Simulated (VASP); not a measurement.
# Pd (Im-3m) in VASP: settings compared

The runs below take Pd through single point, with r2SCAN, HSE06.

Everything below comes from runs of VASP 6.6.1. Logs are shortened: lines on timing, memory, paths and dates and some standing lists are left out, and cuts for length are marked.

## Step 1: The cell of the first run

It takes space group Im-3m (No. 229, cubic). The conventional cell has a = 3.186 Å, b = 3.186 Å, c = 3.186 Å, α = 90.00°, β = 90.00°, γ = 90.00°. Within 3.6 Å of Pd (site symmetry m-3m) lie 14 Pd at 2.76 to 3.19 Å.

This isn't the form of Pd at room conditions, which is fcc.

## Step 2: Single point, r2SCAN

POSCAR reads:

```
Pd
1.0
   -1.5929712806      1.5929712806      1.5929712806
    1.5929712806     -1.5929712806      1.5929712806
    1.5929712806      1.5929712806     -1.5929712806
Pd
1
Direct
    0.0000000000      0.0000000000      0.0000000000
```

INCAR.step1 reads:

```
PREC = Accurate
ENCUT = 690
ISMEAR = -1
SIGMA = 0.05
LREAL = F
LASPH = T
NELM = 120
NBANDS = 15
GGA = PE
ALGO = Normal
EDIFF = 1E-5
LWAVE = T
LCHARG = F
GGA_COMPAT = F
```

INCAR.step2 reads:

```
PREC = Accurate
ENCUT = 690
EDIFF = 1E-6
ISMEAR = -1
SIGMA = 0.05
LREAL = F
LASPH = T
NELM = 120
ALGO = Normal
ISIF = 2
LWAVE = F
LCHARG = F
METAGGA = R2SCAN
LMIXTAU = T
NBANDS = 15
ISTART = 1
GGA_COMPAT = F
```

KPOINTS reads:

```
regular mesh
0
Gamma
  12 12 12
```

Potentials or basis: VASP PAW PBE potentials, release 64 (Pd_sv_GW).

Started as:

```bash
$ cat potpaw_PBE.64/Pd_sv_GW/POTCAR > POTCAR
$ cp INCAR.step1 INCAR
$ mpirun -np 1 vasp_std > vasp.out
$ cp INCAR.step2 INCAR
$ mpirun -np 1 vasp_std > vasp.out
```

OUTCAR:

```text
PREC = Accurate
   ENCUT = 690
   EDIFF = 1E-6
   ISMEAR = -1
   LREAL = F
   LASPH = T
   NELM = 120
   ISIF = 2
   METAGGA = R2SCAN
   ISTART = 1

 ion  position               nearest neighbor table
   1  0.000  0.000  0.000-

  LATTYP: Found a body centered cubic cell.
 ALAT       =     3.1859425612

  Lattice vectors:

 A1 = (  -1.5929712806,   1.5929712806,   1.5929712806)
 A2 = (   1.5929712806,  -1.5929712806,   1.5929712806)
 A3 = (   1.5929712806,   1.5929712806,  -1.5929712806)

Analysis of symmetry for initial positions (statically):
=====================================================================
 Subroutine PRICEL returns:
 Original cell was already a primitive cell.

 Routine SETGRP: Setting up the symmetry group for a
 body centered cubic supercell.

 Subroutine GETGRP returns: Found 48 space group operations
 (whereof 48 operations were pure point group operations)
 out of a pool of 48 trial point group operations.

The static configuration has the point symmetry O_h .

Analysis of symmetry for dynamics (positions and initial velocities):
=====================================================================
 Subroutine PRICEL returns:
 Original cell was already a primitive cell.

 Routine SETGRP: Setting up the symmetry group for a
 body centered cubic supercell.

 Subroutine GETGRP returns: Found 48 space group operations
 (whereof 48 operations were pure point group operations)
 out of a pool of 48 trial point group operations.

The dynamic configuration has the point symmetry O_h .

 Subroutine INISYM returns: Found 48 space group operations
 (whereof 48 operations are pure point group operations),
 and found     1 'primitive' translations

----------------------------------------------------------------------------------------

                                     Primitive cell

  volume of cell :      16.1690

  direct lattice vectors                    reciprocal lattice vectors
    -1.592971281  1.592971281  1.592971281     0.000000000  0.313878854  0.313878854
     1.592971281 -1.592971281  1.592971281     0.313878854  0.000000000  0.313878854
     1.592971281  1.592971281 -1.592971281     0.313878854  0.313878854  0.000000000

  length of vectors
     2.759107193  2.759107193  2.759107193     0.443891732  0.443891732  0.443891732

  position of ions in fractional coordinates (direct lattice)
     0.000000000  0.000000000  0.000000000

  ion indices of the primitive-cell ions
   primitive index   ion index
                 1           1

----------------------------------------------------------------------------------------

 KPOINTS: regular mesh

Automatic generation of k-mesh.
 Grid dimensions read from file:
 generate k-points for:   12   12   12

 Generating k-lattice:

  Cartesian coordinates                     Fractional coordinates (reciprocal lattice)
     0.000000000  0.026156571  0.026156571     0.083333333  0.000000000  0.000000000
     0.026156571  0.000000000  0.026156571     0.000000000  0.083333333  0.000000000
     0.026156571  0.026156571  0.000000000     0.000000000  0.000000000  0.083333333

  Length of vectors
     0.036990978  0.036990978  0.036990978

  Shift w.r.t. Gamma in fractional coordinates (k-lattice)
     0.000000000  0.000000000  0.000000000

 Subroutine IBZKPT returns following result:
 ===========================================

 Found     72 irreducible k-points:

 Following reciprocal coordinates:
            Coordinates               Weight
  0.000000  0.000000  0.000000      1.000000
  0.083333  0.000000  0.000000     12.000000
  0.166667  0.000000  0.000000     12.000000
  0.250000  0.000000  0.000000     12.000000
  0.333333  0.000000  0.000000     12.000000
  0.416667  0.000000  0.000000     12.000000
[... 16 lines left out ...]
  0.333333  0.083333  0.083333     24.000000
  0.416667  0.083333  0.083333     12.000000
 [... further k-points ...]
   k-points           NKPTS =     72   k-points in BZ     NKDIM =     72   number of bands    NBANDS=     15
   number of dos      NEDOS =    301   number of ions     NIONS =      1
   total plane-waves  NPLWV =  13824
   dimension x,y,z NGX =    24 NGY =   24 NGZ =   24
   dimension x,y,z NGXF=    48 NGYF=   48 NGZF=   48
   ions per type =               1
   NGX,Y,Z   is equivalent  to a cutoff of  14.46, 14.46, 14.46 a.u.
   NGXF,Y,Z  is equivalent  to a cutoff of  28.92, 28.92, 28.92 a.u.
 SYSTEM =  unknown system
   PREC   = accura    normal or accurate (medium, high low for compatibility)
   ISTART =      1    job   : 0-new  1-cont  2-samecut
   ICHARG =      0    charge: 1-file 2-atom 10-const
   ISPIN  =      1    spin polarized calculation?
   LNONCOLLINEAR =      F non collinear calculations
   LSORBIT =      F    spin-orbit coupling
   LASPH  =      T    aspherical Exc in radial PAW
   ENCUT  =  690.0 eV  50.71 Ry    7.12 a.u.   5.91  5.91  5.91*2*pi/ulx,y,z
   NELM   =    120;   NELMIN=  2; NELMDL=  0     # of ELM steps
   EDIFF  = 0.1E-05   stopping-criterion for ELM
   LREAL  =      F    real-space projection
   EDIFFG = 0.1E-04   stopping-criterion for IOM
   NSW    =      0    number of steps for IOM
   IBRION =     -1    ionic relax: 0-MD 1-quasi-New 2-CG
   NFREE  =      0    steps in history (QN), initial steepest desc. (CG)
   ISIF   =      2    stress and relaxation
   ISYM   =      2    0-nonsym 1-usesym 2-fastsym
   POTIM  = 0.5000    time-step for ionic-motion
   TEBEG  =    0.0;   TEEND  =   0.0 temperature during run
   PSTRESS=    0.0 pullay stress
   NELECT =      18.0000    total number of electrons
   NUPDOWN=      -1.0000    fix difference up-down
   EMIN   =  10.00;   EMAX   =-10.00  energy-range for DOS
   EFERMI =   0.00;   METHOD = LEGACY
   ISMEAR =    -1;   SIGMA  =   0.05  broadening in eV -4-tet -1-fermi 0-gaus
   EFERMI_NEDOS =   21; number of points for ismear=-14 and -15
   IALGO  =     38    algorithm
   IMIX   =      4    mixing-type and parameters
     AMIX     =   0.40;   BMIX     =  1.00
     AMIX_MAG =   1.60;   BMIX_MAG =  1.00
  volume/ion in A,a.u.               =      16.17       109.11
  Fermi-wavevector in a.u.,A,eV,Ry     =   1.696697  3.206293 39.168207  2.878782
  Thomas-Fermi vector in A             =   2.777513
   LORBIT       =      0    0 simple, 1 ext, 2 COOP (PROOUT), +10 PAW based schemes
   METAGGA = R2SCAN    functional components
   LHFCALC =     F    Hartree Fock is set to
   AEXX    =    0.0000 exact exchange contribution
   IVDW    =     0    specifies the selected vdW correction
   LEPSILON=     F    determine dielectric tensor
   LRPA    =     F    only Hartree local field effects (RPA)
 non-spin polarized calculation
  energy-cutoff  :      690.00
  volume of cell :       16.17
 maximum number of plane-waves:       682
   NGX = 11   NGY = 11   NGZ = 11

 number of electron      17.9999995 magnetization

 Free energy of the ion-electron system (eV)
  ---------------------------------------------------
  ext. energy  EPLUGINS =         0.00000000
  ---------------------------------------------------
  free energy    TOTEN  =       -21.40330823 eV

  energy without entropy =      -21.39241622  energy(sigma->0) =      -21.39786222

 E-fermi :   6.9482     XC(G=0): -13.7211

 val. band max:        6.9289271222   @ k =   0.4167   0.0833   0.0000
 cond. band min:       6.9662911809   @ k =  -0.3333   0.3333   0.0833
 fundamental gap:      0.0373640586
 Fermi energy:         6.9482402729

 k-point     1 :       0.0000    0.0000    0.0000
  band No.  band energies     occupation
      1     -79.1932      2.00000
      2     -43.9198      2.00000
      3     -43.9198      2.00000
      4     -43.9198      2.00000
      5       0.5367      2.00000
      6       4.3035      2.00000
      7       4.3035      2.00000
      8       4.3035      2.00000
      9       6.0366      2.00000
     10       6.0366      2.00000
     11      26.7811      0.00000
     12      26.7811      0.00000
     13      26.7811      0.00000
     14      34.8196      0.00000
     15      34.8196      0.00000

 k-point     2 :       0.0833    0.0000    0.0000
  band No.  band energies     occupation
      1     -79.1903      2.00000
      2     -43.9413      2.00000
      3     -43.9273      2.00000
      4     -43.9196      2.00000
      5       0.7900      2.00000
      6       4.2252      2.00000
      7       4.3091      2.00000
      8       4.4742      2.00000
      9       5.9498      2.00000
     10       6.0425      2.00000
     11      26.5177      0.00000
     12      26.7830      0.00000
     13      27.0578      0.00000
     14      32.7442      0.00000
     15      33.3056      0.00000

 k-point     3 :       0.1667    0.0000    0.0000
  band No.  band energies     occupation
      1     -79.1826      2.00000
      2     -43.9998      2.00000
      3     -43.9479      2.00000
      4     -43.9192      2.00000
      5       1.4767      2.00000
      6       4.0175      2.00000
      7       4.3365      2.00000
      8       4.9627      2.00000
      9       5.7962      2.00000
     10       6.0636      2.00000
     11      25.1343      0.00000
     12      26.3323      0.00000
     13      27.8175      0.00000
     14      31.6243      0.00000
     15      31.6958      0.00000

 k-point     4 :       0.2500    0.0000    0.0000
  band No.  band energies     occupation
      1     -79.1722      2.00000
      2     -44.0791      2.00000
      3     -43.9759      2.00000
      4     -43.9187      2.00000
      5       2.2300      2.00000
      6       3.7465      2.00000
      7       4.6500      2.00000
      8       5.6917      2.00000
      9       5.7589      2.00000
     10       6.1045      2.00000
     11      22.3234      0.00000
     12      25.0848      0.00000
     13      28.8608      0.00000
     14      29.2217      0.00000
     15      31.2902      0.00000
[... 307 lines left out ...]
 k-point    22 :       0.2500    0.0833    0.0833
  band No.  band energies     occupation
      1     -79.1598      2.00000
      2     -44.1613      2.00000
      3     -44.0017      2.00000
      4     -43.9375      2.00000
      5       2.8335      2.00000
      6       3.4607      2.00000
      7       4.7163      2.00000
      8       5.9291      2.00000
      9       6.1574      2.00000
     10       7.9436      0.00000
     11      19.2287      0.00000
     12      22.7416      0.00000
     13      23.7768      0.00000
     14      30.1744      0.00000
     15      34.6645      0.00000

 k-point    23 :       0.3333    0.0833    0.0833
  band No.  band energies     occupation
      1     -79.1530      2.00000
      2     -44.2001      2.00000
      3     -44.0310      2.00000
      4     -43.9381      2.00000
      5       2.6655      2.00000
      6       3.3055      2.00000
      7       5.6722      2.00000
      8       6.0150      2.00000
      9       6.2194      2.00000
     10       9.5661      0.00000
     11      16.1981      0.00000
     12      21.9647      0.00000
     13      22.7271      0.00000
     14      31.0651      0.00000
     15      34.2906      0.00000

 k-point    24 :       0.4167    0.0833    0.0833
  band No.  band energies     occupation
      1     -79.1506      2.00000
      2     -44.2138      2.00000
      3     -44.0422      2.00000
      4     -43.9384      2.00000
      5       2.5844      2.00000
      6       3.2516      2.00000
      7       6.0505      2.00000
      8       6.0761      2.00000
      9       6.2413      2.00000
     10      10.6958      0.00000
     11      14.5665      0.00000
     12      21.6898      0.00000
     13      22.3269      0.00000
     14      31.3843      0.00000
     15      34.1550      0.00000

 [... further k-points ...]

------------------------ aborting loop because EDIFF is reached ----------------------------------------

  FORCE on cell =-STRESS in cart. coord.  units (eV):
  Direction    XX          YY          ZZ          XY          YZ          ZX
  --------------------------------------------------------------------------------------
  -------------------------------------------------------------------------------------
  Total       -1.0807324     -1.0807324     -1.0807324     -0.0000000     -0.0000000      0.0000000
  in kB     -107.0890179   -107.0890179   -107.0890179     -0.0000000     -0.0000000      0.0000000
  external PRESSURE =    -107.0890179 kB  Pullay stress =       0.0000000 kB

 VOLUME and BASIS-vectors are now :
 -----------------------------------------------------------------------------
  energy-cutoff  :      690.00
  volume of cell :       16.17
      direct lattice vectors                 reciprocal lattice vectors
    -1.592971281  1.592971281  1.592971281     0.000000000  0.313878854  0.313878854
     1.592971281 -1.592971281  1.592971281     0.313878854  0.000000000  0.313878854
     1.592971281  1.592971281 -1.592971281     0.313878854  0.313878854  0.000000000

 POSITION                                       TOTAL-FORCE (eV/Angst)
 -----------------------------------------------------------------------------------
      0.00000      0.00000      0.00000        -0.000000      0.000000     -0.000000
 -----------------------------------------------------------------------------------
    total drift:                               -0.000000      0.000000      0.000000

  FREE ENERGIE OF THE ION-ELECTRON SYSTEM (eV)
  ---------------------------------------------------
  free  energy   TOTEN  =       -21.4033082280 eV

  energy  without entropy=      -21.3924162184  energy(sigma->0) =      -21.39786222
```

Wall time 1.8 min (1 thread of AMD EPYC 7R13 (Zen 3), shared host); peak memory 0.14 GiB.

What came out:

* Free energy: -21.4033 eV
* Pressure: -10.7 GPa
* Band gap on the k mesh: zero (bands 9 and 10 overlap by 1.53 eV)

Caveat: the cell stands under tension; the PAW data sets were made with another functional, which shifts forces and pressure a little.

## Step 3: Single point, HSE06

This run uses another cell than the first one, of 15.24 Å³/atom.

POSCAR reads:

```
Pd
1.0
   -1.5617284606      1.5617284606      1.5617284606
    1.5617284606     -1.5617284606      1.5617284606
    1.5617284606      1.5617284606     -1.5617284606
Pd
1
Direct
    0.0000000000      0.0000000000      0.0000000000
```

INCAR.step1 reads:

```
  PREC = Accurate
  ENCUT = 520
  EDIFF = 1E-5
  ISMEAR = -1
  SIGMA = 0.05
  LREAL = F
  LASPH = T
  NELM = 60
  ALGO = Normal
  ISIF = 2
  LWAVE = T
  LCHARG = F
  NBANDS = 11
  GGA = PE
```

INCAR.step2 reads:

```
  PREC = Accurate
  ENCUT = 520
  EDIFF = 1E-6
  ISMEAR = -1
  SIGMA = 0.05
  LREAL = F
  LASPH = T
  NELM = 60
  ALGO = Normal
  ISIF = 2
  LWAVE = F
  LCHARG = F
  GGA = PE
  LHFCALC = T
  HFSCREEN = 0.2079
  PRECFOCK = Normal
  NBANDS = 11
  ISTART = 1
```

KPOINTS reads:

```
regular mesh
0
Gamma
  8 8 8
```

Potentials or basis: VASP PAW PBE potentials, release 64 (Pd).

Started as:

```bash
$ cat potpaw_PBE.64/Pd/POTCAR > POTCAR
$ cp INCAR.step1 INCAR
$ mpirun -np 1 vasp_std > vasp.out
$ cp INCAR.step2 INCAR
$ mpirun -np 1 vasp_std > vasp.out
```

It took 51 min on 1 thread of Intel Xeon 8259CL, shared host; peak memory 0.24 GiB.

It converged, with:

* Free energy: -5.9563 eV
* Pressure: -1.7 GPa
* Band gap on the k mesh: zero (bands 5 and 6 overlap by 2.21 eV)

Levels at points of the mesh, in eV from the Fermi level:
```csv
k point,band 2,band 3,band 4,band 5,band 6,band 7,band 8,band 9
"(0.00, 0.00, 0.00)",-3.27,-3.27,-3.27,-1.47,-1.47,20.91,20.91,20.91
"(0.50, 0.00, 0.00)",-4.54,-1.44,-1.14,0.74,2.15,9.15,16.56,19.35
"(0.50, 0.50, 0.50)",-5.81,0.28,0.28,0.28,10.47,10.47,10.47,18.98
```

Caveat: the PAW data sets were made with another functional, which shifts forces and pressure a little.

The gap in the log of VASP goes by the Fermi energy; the results here count the filled bands.